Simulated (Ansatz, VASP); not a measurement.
## One calculation of TiO2, two programs

```xyz
6
Lattice="4.5964 0.0002 0.0001 0.0003 4.5970 -0.0002 0.0001 -0.0001 2.9536" Properties=species:S:1:pos:R:3 pbc="T T T"
Ti    0.0002    0.0004   -0.0012
Ti    2.2983    2.2989    1.4764
O     1.4000    1.4003    0.0003
O     0.8985    3.6988    1.4769
O     3.1966    3.1965    0.0003
O     3.6982    0.8980    1.4773
```

Change from the starting cell: all atoms moved at random, sigma 0.1 Å a component, cell strained at random, sigma 0.03; relaxed back.

Alike in both runs: functional r2SCAN; k mesh 6 × 6 × 8; occupations gaussian, width 0.05 eV; no spin polarisation.

Ansatz relaxed the structure, and its values are those at the end. VASP's run is a single point on that final structure, the one shown.

|  | VASP | Ansatz |
| --- | --- | --- |
| version | VASP 6.6.1 | Ansatz 0.2.0 |
| potentials or method | VASP PAW PBE potentials, release 64 (Ti_sv, O), cutoff 520 eV | scalar-relativistic, plane waves, PAW |
| valence electrons in the cell | 48 | 48 |

VASP gave:

```
gap on the k mesh at the Fermi level (eV) : 2.23
least direct gap on the mesh (eV)         : 2.23
pressure (GPa)                            : 1.3
rms of the force components (eV/Å)        : 0.016
```

**Question.** What did Ansatz give for the same quantities?

**Answer.** gap on the k mesh at the Fermi level (eV): 2.22; least direct gap on the mesh (eV): 2.22; pressure (GPa): 0.0; rms of the force components (eV/Å): 0.000.

VASP's potentials were made for PBE, not for r2SCAN.
